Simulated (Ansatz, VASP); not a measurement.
**Ti in VASP and in Ansatz**

File INCAR:

```
PREC     = Accurate       # precision mode
ENCUT    = 520            # plane-wave cutoff, eV
EDIFF    = 1E-6           # SCF threshold, eV
ISMEAR   = 0              # smearing method
SIGMA    = 0.15           # smearing width, eV
LREAL    = F              # projectors in reciprocal space
LASPH    = T              # aspherical terms in the spheres
NELM     = 60             # most SCF steps
ALGO     = Fast           # electronic algorithm
ISIF     = 2              # what is computed and relaxed
LWAVE    = F              # write WAVECAR
LCHARG   = F              # write CHGCAR
GGA      = PS             # functional
NBANDS   = 19             # bands
```

File KPOINTS:

```
regular mesh
0
Gamma
  18 18 10
```

POSCAR

```
Ti
1.0
    2.9499978604      0.0000000000      0.0000000000
   -1.4749989302      2.5547730882      0.0000000000
    0.0000000000      0.0000000000      4.6860000000
Ti
2
Direct
    0.3333333333      0.6666666667      0.2019846351
    0.6666666667      0.3333333333      0.7500000000
```

Input for Ansatz:

```yaml
crystal:
  lattice:
    - [2.9499978604, 0.0, 0.0]
    - [-1.4749989302, 2.5547730882, 0.0]
    - [0.0, 0.0, 4.686]
  atoms:
    - { symbol: Ti, position: [0.3333333333, 0.6666666667, 0.2019846351] }
    - { symbol: Ti, position: [0.6666666667, 0.3333333333, 0.75] }
basis:
  ecutwfc: 420
kpoints:
  mp_grid: { grid: [18, 18, 10] }
hamiltonian:
  xc: pbesol
scf:
  occupations: { method: gaussian, width: 0.15 }
output:
  forces: true
  stress: true
  eigenvalues: true
  write_density: true
  write_potential: true
  elf: true
  volumetric_format: npy
```

Alike in both runs: task single point; functional PBEsol; k mesh 18 × 18 × 10; occupations gaussian, width 0.15 eV; no spin polarisation.

|  | VASP | Ansatz |
| --- | --- | --- |
| version | VASP 6.6.1 | Ansatz 0.2.0 |
| potentials or method | VASP PAW PBE potentials, release 64 (Ti_sv), cutoff 520 eV | scalar-relativistic, plane waves, PAW |
| valence electrons in the cell | 24 | 24 |

|  | VASP | Ansatz | Ansatz less VASP |
| --- | --- | --- | --- |
| gap on the k mesh at the Fermi level (eV) | none | none | - |
| pressure (GPa) | -4.4 | -3.7 | +0.68 |
| traceless stress, the component that is largest in VASP (GPa) | 1.20 | 1.19 | -0.012 |
| rms of the force components (eV/Å) | 0.528 | 0.531 | +0.0034 |

VASP's potentials were made for PBE, not for PBEsol. Atom by atom the forces differ by 0.003 eV/Å (rms over components). A gap of «none» marks a metal or a gap that the smearing closes.
